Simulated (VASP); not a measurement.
Wanted: the native input for a VASP 6.6.1 run.

```
Task                   : relaxation of cell and atoms
Functional             : r2SCAN
Potentials or basis    : VASP PAW PBE potentials, release 64 (Ti_sv)
Cutoff                 : 600 eV
k mesh                 : 6 × 6 × 6
Occupations            : gaussian, width 0.1 eV
Spin                   : no spin polarisation
Dipole correction      : no
Further INCAR settings : ALGO = Normal; EDIFF = 1e-06; IBRION = 2; EDIFFG = -0.03; NSW = 80; ISIF = 3
```

Crystal: Ti.

```
Ti
1.0
     4.13000    0.00000    0.00000
     0.00000    4.13000    0.00000
     0.00000    0.00000    4.13000
Ti
4
Cartesian
  0.0000 0.0000 0.0000
  0.0000 2.0650 2.0650
  2.0650 0.0000 2.0650
  2.0650 2.0650 0.0000
```

The input as run:

POSCAR

```
Ti
1.0
    4.1300000000      0.0000000000      0.0000000000
    0.0000000000      4.1300000000      0.0000000000
    0.0000000000      0.0000000000      4.1300000000
Ti
4
Direct
    0.0000000000      0.0000000000      0.0000000000
    0.0000000000      0.5000000000      0.5000000000
    0.5000000000      0.0000000000      0.5000000000
    0.5000000000      0.5000000000      0.0000000000
```

INCAR.step1

```
SYSTEM = Ti
ALGO = Normal ; EDIFF = 1E-4
ENCUT = 600 ; GGA = PE
ISMEAR = 0 ; LASPH = .True.
LCHARG = .False. ; LREAL = .False.
LWAVE = .True. ; NELM = 100
PREC = Accurate ; SIGMA = 0.1
```

INCAR.step2

```
SYSTEM = Ti
ALGO = Normal ; EDIFF = 1E-6
EDIFFG = -0.03 ; ENCUT = 600
IBRION = 2 ; ISIF = 3
ISMEAR = 0 ; ISTART = 1
LASPH = .True. ; LCHARG = .False.
LMIXTAU = .True. ; LREAL = .False.
LWAVE = .False. ; METAGGA = R2SCAN
NELM = 100 ; NSW = 80
PREC = Accurate ; SIGMA = 0.1
```

KPOINTS

```
k-points
0
Gamma
  6 6 6
  0 0 0
```

Potentials or basis: VASP PAW PBE potentials, release 64 (Ti_sv).

The run is started by

```sh
$ cat potpaw_PBE.64/Ti_sv/POTCAR > POTCAR
$ cp INCAR.step1 INCAR
$ mpirun -np 1 vasp_std > vasp.out
$ cp INCAR.step2 INCAR
$ mpirun -np 1 vasp_std > vasp.out
```

It gave:

```yaml
Relaxed_volume: 17.45 Å³/atom
Relaxed_cell: a = 4.117 Å, b = 4.117 Å, c = 4.117 Å, α = 90.00°, β = 90.00°, γ = 90.00°
Space_group_after_relaxing_to_0.05_Å: Fm-3m (No. 225)
Energy_gained_by_relaxing: 0.5 meV/atom
Ionic_steps: 3
Pressure_after_relaxing: 0.0 GPa
Band_gap_on_the_k_mesh: zero (band 24 reaches 9.17 eV, above the bottom of band 25 at 7.76 eV)
```

Caveat: the PAW data sets were made with another functional, which shifts forces and pressure a little.

Wall time 10 min on 1 thread of AMD EPYC 7R43 64-Core Processor (Zen 3), with other jobs on the host, peak memory 0.2 GiB.
